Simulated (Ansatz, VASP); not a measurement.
One calculation of Pb, two programs

```
CELL_PARAMETERS angstrom
3.51504 0.00000 0.00000
-1.75752 3.04411 0.00000
0.00000 0.00000 5.96744
ATOMIC_POSITIONS crystal
Pb 0.33333 0.66667 0.25000
Pb 0.66667 0.33333 0.75000
```

Alike in both runs: task relaxation of cell and atoms; functional PBE; k mesh 13 × 13 × 7; occupations fermi-dirac, width 0.05 eV; no spin polarisation.

|  | VASP | Ansatz |
| --- | --- | --- |
| version | VASP 6.6.1 | Ansatz 0.2.0 |
| potentials or method | VASP PAW PBE potentials, release 64 (Pb_d), cutoff 600 eV | all-electron LAPW, non-relativistic |

VASP gave:

| Item | Value |
| --- | --- |
| relaxed volume (Å³/atom) | 31.93 |
| relaxed cell length with the largest relative difference (Å) | 5.967 |

What did Ansatz give for the same quantities?

Relaxed volume (Å³/atom): 32.72; relaxed cell length with the largest relative difference (Å): 5.766.

Ansatz ran all-electron here, and VASP with PAW potentials.

Spin-orbit coupling is off throughout. Noted on VASP's run: the relaxation stopped at its first step, so nothing moved.
